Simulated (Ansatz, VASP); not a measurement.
## B4N3 in VASP and in Ansatz

```
B N
1.0
     3.60602    0.00002   -0.00019
     0.00002    3.60594   -0.00020
    -0.00018   -0.00020    3.60583
B N
4 3
Direct
  0.73856 0.26150 0.73853
  0.26150 0.73856 0.73852
  0.73847 0.73848 0.26155
  0.26144 0.26144 0.26140
  0.50001 0.50001 0.00000
  0.50000 0.00002 0.50000
  0.00001 0.50001 0.50000
```

Change from the starting cell: cell x1, atoms moved at random (sigma 0.1 Å) and cell strained at random (1.5 %), then relaxed without symmetry.

Alike in both runs: functional PBE; k mesh 6 × 6 × 6; occupations gaussian, width 0.2 eV; no spin polarisation.

Ansatz relaxed the structure, and its values are those at the end. VASP's run is a single point on that final structure, the one shown.

|  | VASP | Ansatz |
| --- | --- | --- |
| version | VASP 6.6.1 | Ansatz 0.2.0 |
| potentials or method | VASP PAW PBE potentials, release 64 (B, N), cutoff 520 eV | scalar-relativistic, plane waves, PAW |
| valence electrons in the cell | 27 | 27 |

|  | VASP | Ansatz | Ansatz less VASP |
| --- | --- | --- | --- |
| gap on the k mesh at the Fermi level (eV) | none | none | - |
| pressure (GPa) | 0.2 | 0.0 | -0.20 |
| rms of the force components (eV/Å) | 0.003 | 0.000 | -0.0028 |

A gap of «none» marks a metal or a gap that the smearing closes. The functional is the same, so the differences come from potentials, cutoffs and numerics.
